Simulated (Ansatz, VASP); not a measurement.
Two plane-wave programs on Sb

```
CELL_PARAMETERS angstrom
0.00000 2.38695 2.38695
2.38695 0.00000 2.38695
2.38695 2.38695 0.00000
ATOMIC_POSITIONS crystal
Sb 0.00000 0.00000 0.00000
```

Alike in both runs: task single point; functional r2SCAN; k mesh 10 × 10 × 10; occupations fermi-dirac, width 0.05 eV; no spin polarisation.

```csv
,VASP,Ansatz
version,VASP 6.6.1,Ansatz 0.2.0
potentials or method,"VASP PAW PBE potentials, release 64 (Sb)",Ansatz PAW
plane-wave cutoff (eV),520,500
valence electrons in the cell,5,15
```

VASP gave:

- gap on the k mesh at the Fermi level (eV): none
- pressure (GPa): -0.2

Which values does Ansatz return?

gap on the k mesh at the Fermi level (eV): none; pressure (GPa): -0.1.

VASP's potentials were made for PBE, not for r2SCAN. A gap of «none» marks a metal or a gap that the smearing closes. VASP's potentials hold 5 valence electrons a cell and Ansatz's 15, so a difference there can come from the potentials and not from the codes.

Spin-orbit coupling is off throughout.
